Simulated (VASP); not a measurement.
# AlN (F-43m) in VASP: settings compared, part 2 of 2

VASP 6.6.1. The steps go on from the part before.

**4. Relaxation of cell and atoms, LDA**

This run uses another cell than the first one, of 10.42 Å³/atom, 1.006 times its volume.

INCAR

```
  PREC = Accurate
  ENCUT = 600
  EDIFF = 1E-6
  ISMEAR = -1
  SIGMA = 0.05
  LREAL = False
  LASPH = True
  NELM = 80
  ALGO = Normal
  ISIF = 3
  LWAVE = False
  LCHARG = False
  GGA = CA
  IBRION = 2
  NSW = 60
  EDIFFG = -0.01
```

KPOINTS

```
Automatic mesh
0
Gamma
  10 10 10
```

POSCAR

```
AlN
1.0
    0.0000000000      2.1839935596      2.1839935596
    2.1839935596      0.0000000000      2.1839935596
    2.1839935596      2.1839935596      0.0000000000
Al N
1 1
Direct
    0.0000000000      0.0000000000      0.0000000000
    0.2500000000      0.2500000000      0.2500000000
```

Potentials or basis: VASP PAW LDA potentials, release 64 (Al, N).

Launch:

```bash
cat potpaw_LDA.64/Al/POTCAR potpaw_LDA.64/N/POTCAR > POTCAR
mpirun -np 1 vasp_std > vasp.out
```

OUTCAR:

```text
PREC = Accurate
   ENCUT = 600
   EDIFF = 1E-6
   ISMEAR = -1
   LREAL = False
   LASPH = True
   NELM = 80
   ISIF = 3
   GGA = CA
   IBRION = 2
   NSW = 60
   EDIFFG = -0.01

 ion  position               nearest neighbor table
   1  0.000  0.000  0.000-   2 1.89   2 1.89   2 1.89   2 1.89
   2  0.250  0.250  0.250-   1 1.89   1 1.89   1 1.89   1 1.89

  LATTYP: Found a face centered cubic cell.
 ALAT       =     4.3679871192

  Lattice vectors:

 A1 = (   0.0000000000,   2.1839935596,   2.1839935596)
 A2 = (   2.1839935596,   0.0000000000,   2.1839935596)
 A3 = (   2.1839935596,   2.1839935596,   0.0000000000)

Analysis of symmetry for initial positions (statically):
=====================================================================
 Subroutine PRICEL returns:
 Original cell was already a primitive cell.

 Routine SETGRP: Setting up the symmetry group for a
 face centered cubic supercell.

 Subroutine GETGRP returns: Found 24 space group operations
 (whereof 24 operations were pure point group operations)
 out of a pool of 48 trial point group operations.

The static configuration has the point symmetry T_d .

Analysis of symmetry for dynamics (positions and initial velocities):
=====================================================================
 Subroutine PRICEL returns:
 Original cell was already a primitive cell.

 Routine SETGRP: Setting up the symmetry group for a
 face centered cubic supercell.

 Subroutine GETGRP returns: Found 24 space group operations
 (whereof 24 operations were pure point group operations)
 out of a pool of 48 trial point group operations.

The dynamic configuration has the point symmetry T_d .

 Subroutine INISYM returns: Found 24 space group operations
 (whereof 24 operations are pure point group operations),
 and found     1 'primitive' translations

----------------------------------------------------------------------------------------

                                     Primitive cell
[... 128 lines left out ...]
   NGX = 13   NGY = 13   NGZ = 13

--------------------------------------- Ionic step        1  -------------------------------------------

 number of electron       8.0000000 magnetization

 Free energy of the ion-electron system (eV)
  ---------------------------------------------------
  ext. energy  EPLUGINS =         0.00000000
  ---------------------------------------------------
  free energy    TOTEN  =       -16.37346344 eV

  energy without entropy =      -16.37346344  energy(sigma->0) =      -16.37346344

------------------------ aborting loop because EDIFF is reached ----------------------------------------

  FORCE on cell =-STRESS in cart. coord.  units (eV):
  Direction    XX          YY          ZZ          XY          YZ          ZX
  --------------------------------------------------------------------------------------
  -------------------------------------------------------------------------------------
  Total       -0.4025491     -0.4025491     -0.4025491      0.0000000     -0.0000000      0.0000000
  in kB      -30.9560415    -30.9560415    -30.9560415      0.0000000     -0.0000000      0.0000000
  external PRESSURE =     -30.9560415 kB  Pullay stress =       0.0000000 kB
[... 59 lines left out ...]
--------------------------------------- Ionic step        3  -------------------------------------------

 number of electron       8.0000000 magnetization

 Free energy of the ion-electron system (eV)
  ---------------------------------------------------
  ext. energy  EPLUGINS =         0.00000000
  ---------------------------------------------------
  free energy    TOTEN  =       -16.37654218 eV

  energy without entropy =      -16.37654218  energy(sigma->0) =      -16.37654218

 E-fermi :   6.9067     XC(G=0): -11.3324

 val. band max:        5.8520875637   @ k =   0.0000   0.0000   0.0000
 cond. band min:       9.0820351889   @ k =   0.5000   0.5000   0.0000
 fundamental gap:      3.2299476253
 Fermi energy:         6.9067390995

 k-point     1 :       0.0000    0.0000    0.0000
  band No.  band energies     occupation
      1      -9.0603      2.00000
      2       5.8521      2.00000
      3       5.8521      2.00000
      4       5.8521      2.00000
      5      10.2227      0.00000
      6      18.3353      0.00000
      7      18.3353      0.00000
      8      18.3353      0.00000
[... 243 lines left out ...]
 k-point    24 :       0.4000    0.3000    0.0000
  band No.  band energies     occupation
      1      -6.9496      2.00000
      2       1.6545      2.00000
      3       4.1126      2.00000
      4       4.4204      2.00000
      5      10.7093      0.00000
      6      15.2881      0.00000
      7      18.1307      0.00000
      8      20.3839      0.00000

 [... further k-points ...]

------------------------ aborting loop because EDIFF is reached ----------------------------------------

  FORCE on cell =-STRESS in cart. coord.  units (eV):
  Direction    XX          YY          ZZ          XY          YZ          ZX
  --------------------------------------------------------------------------------------
  -------------------------------------------------------------------------------------
  Total       -0.0008940     -0.0008940     -0.0008940     -0.0000000      0.0000000     -0.0000000
  in kB       -0.0697980     -0.0697980     -0.0697980     -0.0000000      0.0000000     -0.0000000
  external PRESSURE =      -0.0697980 kB  Pullay stress =       0.0000000 kB
[... 17 lines left out ...]
  FREE ENERGIE OF THE ION-ELECTRON SYSTEM (eV)
  ---------------------------------------------------
  free  energy   TOTEN  =       -16.3765421834 eV

  energy  without entropy=      -16.3765421833  energy(sigma->0) =      -16.37654218

 reached required accuracy - stopping structural energy minimisation
```

It took 19 s on 1 thread of Intel Xeon 6975P-C, shared host; peak memory 0.14 GiB.

Results:

```
Free energy                            : -16.3765 eV
Relaxed volume                         : 10.26 Å³/atom
Relaxed cell                           : a = 3.073 Å, b = 3.073 Å, c = 3.073 Å, α = 60.00°, β = 60.00°, γ = 60.00°
Space group after relaxing (to 0.05 Å) : F-43m (No. 216)
Energy gained by relaxing              : 1.5 meV/atom
Ionic steps                            : 3
Pressure after relaxing                : 0.0 GPa
Band gap on the k mesh                 : 3.23 eV, indirect (least direct gap 4.37 eV)
```

Step by step:
```tsv
step	energy change (eV)	largest force (eV/Å)	pressure (GPa)	volume (Å³)
1	0.0000	0.0000	-3.10	20.83
2	-0.0004	0.0000	3.07	20.23
3	-0.0031	0.0000	-0.01	20.52
```

Final structure:
```
Al N
1.0
     0.00000    2.17298    2.17298
     2.17298    0.00000    2.17298
     2.17298    2.17298    0.00000
Al N
1 1
Cartesian
  0.0000 0.0000 0.0000
  1.0865 1.0865 1.0865
```

**5. Overview**

| task | level | potentials or basis | cell | cutoff (eV) | gap on the mesh (eV) | pressure (GPa) |
| --- | --- | --- | --- | --- | --- | --- |
| single point | PBEsol+D4 | VASP PAW PBE potentials, release 64 (Al, N) | a = 3.082 Å, angles 60.0°, 2 atoms | 520 | 3.19 | 0.0 |
| single point | PBE | VASP PAW PBE potentials, release 64 (Al, N) | a = 3.114 Å, angles 60.0°, 2 atoms | 520 | 3.30 | -0.3 |
| relaxation of cell and atoms | LDA | VASP PAW LDA potentials, release 64 (Al, N) | relaxed from a = 3.089 Å, angles 60.0°, 2 atoms | 600 | 3.23 | 0.0 |

Alike in all rows: no spin polarisation; k mesh 10 × 10 × 10; smearing fermi-dirac 0.05 eV.

Caveats: the PAW data sets were made with another functional, which shifts forces and pressure a little (some runs).

Total energies depend on the potentials used, so only differences within one code and one set of settings carry meaning.
